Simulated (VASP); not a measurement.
Runs of VASP 6.6.1 on BiS4. The structure is that of space group Im-3m (No. 229), or close to it. The cells are those of the table. 

| task | cell | k mesh | cutoff (eV) | gap on the mesh (eV) | pressure (GPa) |
| --- | --- | --- | --- | --- | --- |
| single point | a = 5.835 Å, angles 109.5°, 5 atoms | 4 × 4 × 4 | 520 | none | -5.4 |
| single point | a = 5.520 Å, angles 109.5°, 5 atoms | 8 × 8 × 8 | 520 | none | 0.0 |
| relaxation of cell and atoms | relaxed from a = 5.835 Å, angles 109.5°, 5 atoms | 4 × 4 × 4 | 600 | none | 0.0 |
| relaxation of cell and atoms | relaxed from a = 5.520 Å, angles 109.5°, 5 atoms | 8 × 8 × 8 | 600 | none | 0.0 |
| single point | a = 5.520 Å, angles 109.5°, 5 atoms | 4 × 4 × 4 | 520 | none | (a) |

Alike in all rows: level PBE; potentials or basis VASP PAW PBE potentials, release 64 (Bi_d, S); no spin polarisation; smearing gaussian 0.1 eV.

Estimate the missing entries.

(a) 0.1.

Caveats: spin-orbit coupling is left out, which moves the levels of the heavy elements; the relaxation stopped at its first step, so nothing moved (some runs).

A k mesh can miss the band edges, and the runs leave out spin-orbit coupling on Bi.

A gap of «none» marks levels without a gap at the run's occupations.
